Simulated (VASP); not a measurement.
Input of a VASP 6.6.1 run:

File INCAR:

```
SYSTEM = HfN
PREC = Accurate ; ENCUT = 520
EDIFF = 1E-6 ; ISMEAR = 0
SIGMA = 0.02 ; LREAL = .False.
LASPH = .True. ; NELM = 60
ALGO = Normal ; ISIF = 2
LWAVE = .False. ; LCHARG = .True.
GGA = PE ; LELF = .True.
LVHAR = .True. ; NBANDS = 14
```

The input KPOINTS:

```
regular mesh
0
Gamma
  16 16 16
  0 0 0
```

The input POSCAR:

```
HfN
1.0
    0.0000000000      2.2560000000      2.2560000000
    2.2560000000      0.0000000000      2.2560000000
    2.2560000000      2.2560000000      0.0000000000
Hf N
1 1
Direct
    0.0000000000      0.0000000000      0.0000000000
    0.5000000000      0.5000000000      0.5000000000
```

Potentials or basis: VASP PAW PBE potentials, release 64 (Hf_pv, N).

Run with:

```sh
$ cat potpaw_PBE.64/Hf_pv/POTCAR potpaw_PBE.64/N/POTCAR > POTCAR
$ mpirun -np 1 vasp_std > vasp.out
```

(1) Predict the band gap on the k mesh.

(2) Predict the pressure.

Results:

(1) zero (an odd number of electrons rules out a gap without spin polarisation).

(2) 4.1 GPa.

Caveat: the cell stands under pressure; spin-orbit coupling is left out, which moves the levels of the heavy elements.
